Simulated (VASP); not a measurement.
# Al2O3 (R-3c) in VASP: a series of runs, part 2 of 2

VASP 6.6.1. Earlier steps stand in the parts before.

## Step 3: Single point, PBE (10.16 Å³/atom)

Contents of INCAR:

```
SYSTEM = Al2O3
PREC     = Accurate       ! precision mode
ENCUT    = 520            ! plane-wave cutoff, eV
EDIFF    = 1E-6           ! SCF threshold, eV
ISMEAR   = 0              ! smearing method
SIGMA    = 0.05           ! smearing width, eV
LREAL    = .FALSE.        ! projectors in reciprocal space
LASPH    = .TRUE.         ! aspherical terms in the spheres
NELM     = 60             ! most SCF steps
ALGO     = Normal         ! electronic algorithm
ISIF     = 2              ! what is computed and relaxed
LWAVE    = .FALSE.        ! write WAVECAR
LCHARG   = .FALSE.        ! write CHGCAR
GGA      = PE             ! functional
NBANDS   = 35             ! bands
```

Contents of KPOINTS:

```
Automatic mesh
0
G
  6 6 6
  0 0 0
```

Contents of POSCAR:

```
Al2O3
1.0
    2.4814133639      1.4326446736      4.7623285280
   -2.4814133639      1.4326446736      4.7623285280
    0.0000000000     -2.8652893472      4.7623285280
Al O
4 6
Direct
    0.8521293568      0.8521293568      0.8521293568
    0.6478706432      0.6478706432      0.6478706432
    0.1478706432      0.1478706432      0.1478706432
    0.3521293568      0.3521293568      0.3521293568
    0.0561574040      0.4438425960      0.7500000000
    0.7500000000      0.0561574040      0.4438425960
    0.4438425960      0.7500000000      0.0561574040
    0.9438425960      0.5561574040      0.2500000000
    0.2500000000      0.9438425960      0.5561574040
    0.5561574040      0.2500000000      0.9438425960
```

Potentials or basis: VASP PAW PBE potentials, release 64 (Al, O).

Run with:

```bash
$ cat potpaw_PBE.64/Al/POTCAR potpaw_PBE.64/O/POTCAR > POTCAR
$ mpirun -np 1 vasp_std > vasp.out
```

OUTCAR:

```text
SYSTEM = Al2O3
   PREC = Accurate
   ENCUT = 520
   EDIFF = 1E-6
   ISMEAR = 0
   LREAL = .FALSE.
   LASPH = .TRUE.
   NELM = 60
   ISIF = 2
   GGA = PE

 ion  position               nearest neighbor table
   1  0.852  0.852  0.852-   9 1.96   8 1.96  10 1.96   7 2.11   6 2.11   5 2.11   3 2.92   3 2.92
                             3 2.92   2 2.92
   2  0.648  0.648  0.648-  10 1.96   8 1.96   9 1.96   7 2.11   6 2.11   5 2.11   4 2.92   4 2.92
                             4 2.92   1 2.92
   3  0.148  0.148  0.148-   6 1.96   5 1.96   7 1.96   9 2.11  10 2.11   8 2.11   1 2.92   1 2.92
                             1 2.92   4 2.92
   4  0.352  0.352  0.352-   7 1.96   5 1.96   6 1.96   9 2.11  10 2.11   8 2.11   2 2.92   2 2.92
                             2 2.92   3 2.92
   5  0.056  0.444  0.750-   3 1.96   4 1.96   1 2.11   2 2.11
   6  0.750  0.056  0.444-   3 1.96   4 1.96   1 2.11   2 2.11
   7  0.444  0.750  0.056-   4 1.96   3 1.96   1 2.11   2 2.11
   8  0.944  0.556  0.250-   1 1.96   2 1.96   3 2.11   4 2.11
   9  0.250  0.944  0.556-   1 1.96   2 1.96   3 2.11   4 2.11
  10  0.556  0.250  0.944-   2 1.96   1 1.96   3 2.11   4 2.11

  LATTYP: Found a trigonal (rhomboedric) cell.
 ALAT       =     5.5578463502
 COS(alpha) =     0.6013285307

  Lattice vectors:

 A1 = (   2.4814133639,   1.4326446736,   4.7623285280)
 A2 = (  -2.4814133639,   1.4326446736,   4.7623285280)
 A3 = (   0.0000000000,  -2.8652893472,   4.7623285280)

Analysis of symmetry for initial positions (statically):
=====================================================================
 Subroutine PRICEL returns:
 Original cell was already a primitive cell.

 Routine SETGRP: Setting up the symmetry group for a
 trigonal (rhombohedral) supercell.

 Subroutine GETGRP returns: Found 12 space group operations
[... 160 lines left out ...]
   GGA     = PE    functional components
   LHFCALC =     F    Hartree Fock is set to
   AEXX    =    0.0000 exact exchange contribution
   IVDW    =     0    specifies the selected vdW correction
   LEPSILON=     F    determine dielectric tensor
   LRPA    =     F    only Hartree local field effects (RPA)
 non-spin polarized calculation
 Gauss-broadening in eV      SIGMA  =   0.05
  energy-cutoff  :      520.00
  volume of cell :      101.58
 maximum number of plane-waves:      2745
 NGX is ok and might be reduce to    42
   NGX = 21   NGY = 21   NGZ = 21

 number of electron      47.9999989 magnetization

 Free energy of the ion-electron system (eV)
  ---------------------------------------------------
  ext. energy  EPLUGINS =         0.00000000
  ---------------------------------------------------
  free energy    TOTEN  =       -73.41723273 eV

  energy without entropy =      -73.41723273  energy(sigma->0) =      -73.41723273

 E-fermi :   4.7142     XC(G=0): -10.8317

 val. band max:        4.4182275600   @ k =   0.0000   0.0000   0.0000
 cond. band min:       8.3648167728   @ k =   0.0000   0.0000   0.0000
 fundamental gap:      3.9465892128
 Fermi energy:         4.7142154266

 k-point     1 :       0.0000    0.0000    0.0000
  band No.  band energies     occupation
      1     -13.7329      2.00000
      2     -12.1829      2.00000
      3     -11.7801      2.00000
      4     -11.7801      2.00000
      5     -11.5606      2.00000
      6     -11.5606      2.00000
[... 901 lines left out ...]
     34      16.4196      0.00000
     35      16.5748      0.00000

 [... further k-points ...]

------------------------ aborting loop because EDIFF is reached ----------------------------------------

  FORCE on cell =-STRESS in cart. coord.  units (eV):
  Direction    XX          YY          ZZ          XY          YZ          ZX
  --------------------------------------------------------------------------------------
  -------------------------------------------------------------------------------------
  Total      -12.5493541    -12.5493541    -22.2651544      0.0000000      0.0000000      0.0000000
  in kB     -197.9355254   -197.9355254   -351.1786333      0.0000000      0.0000000      0.0000000
  external PRESSURE =    -249.0165614 kB  Pullay stress =       0.0000000 kB

 VOLUME and BASIS-vectors are now :
 -----------------------------------------------------------------------------
  energy-cutoff  :      520.00
  volume of cell :      101.58
      direct lattice vectors                 reciprocal lattice vectors
     2.481413364  1.432644674  4.762328528     0.201498069  0.116334964  0.069993771
    -2.481413364  1.432644674  4.762328528    -0.201498069  0.116334964  0.069993771
     0.000000000 -2.865289347  4.762328528     0.000000000 -0.232669928  0.069993771

 POSITION                                       TOTAL-FORCE (eV/Angst)
 -----------------------------------------------------------------------------------
      0.00000      0.00000     12.17436         0.000000      0.000000     -0.035087
      0.00000      0.00000      9.25612         0.000000      0.000000      0.035087
      0.00000      0.00000      2.11263         0.000000      0.000000      0.035087
      0.00000      0.00000      5.03087         0.000000      0.000000     -0.035087
     -0.96201     -1.43264      5.95291         0.035796      0.000000      0.000000
      1.72171     -0.11680      5.95291        -0.017898      0.031000     -0.000000
     -0.75970      1.54945      5.95291        -0.017898     -0.031000     -0.000000
      0.96201      1.43264      8.33407        -0.035796      0.000000      0.000000
     -1.72171      0.11680      8.33407         0.017898     -0.031000     -0.000000
      0.75970     -1.54945      8.33407         0.017898      0.031000     -0.000000
 -----------------------------------------------------------------------------------
    total drift:                               -0.000000      0.000000     -0.000000

  FREE ENERGIE OF THE ION-ELECTRON SYSTEM (eV)
  ---------------------------------------------------
  free  energy   TOTEN  =       -73.4172327255 eV

  energy  without entropy=      -73.4172327255  energy(sigma->0) =      -73.41723273
```

stdout:

```text
POSCAR found type information on POSCAR AlO
 POSCAR found :  2 types and      10 ions
 scaLAPACK will be used
 LDA part: xc-table for (Slater+PW92), standard interpolation
 POSCAR, INCAR and KPOINTS ok, starting setup
 FFT: planning ... GRIDC
 FFT: planning ... GRID_SOFT
 FFT: planning ... GRID
 WAVECAR not read
 entering main loop
```

Wall time 2.6 min (1 thread of Intel Xeon 8259CL, shared host); peak memory 0.29 GiB.

Results:

* Free energy: -73.4172 eV
* Pressure: -24.9 GPa
* Largest force: 0.036 eV/Å
* Band gap on the k mesh: 3.95 eV

Forces in eV/Å, atoms in the order of the input:
```
Al   0.000  0.000 -0.035
Al   0.000  0.000  0.035
Al   0.000  0.000  0.035
Al   0.000  0.000 -0.035
O    0.036  0.000  0.000
O   -0.018  0.031  0.000
O   -0.018 -0.031  0.000
O   -0.036  0.000  0.000
O    0.018 -0.031  0.000
O    0.018  0.031  0.000
```

Levels at points of the mesh, in eV from the valence-band top:
```
           k point  band 22  band 23  band 24  band 25  band 26  band 27
(0.00, 0.00, 0.00)    -0.37     0.00     0.00     3.95     7.98     8.30
(0.50, 0.00, 0.00)    -0.79    -0.35    -0.35     7.10     7.10     7.83
(0.50, 0.50, 0.00)    -0.80    -0.76    -0.33     7.23     7.77     8.67
(0.50, 0.50, 0.50)    -0.23    -0.23    -0.23     6.73     6.73     9.16
```

Caveat: the stress differs along the axes, from -35 to -20 GPa. Expect the measured gap to be larger: semilocal functionals such as PBE lack the derivative discontinuity.
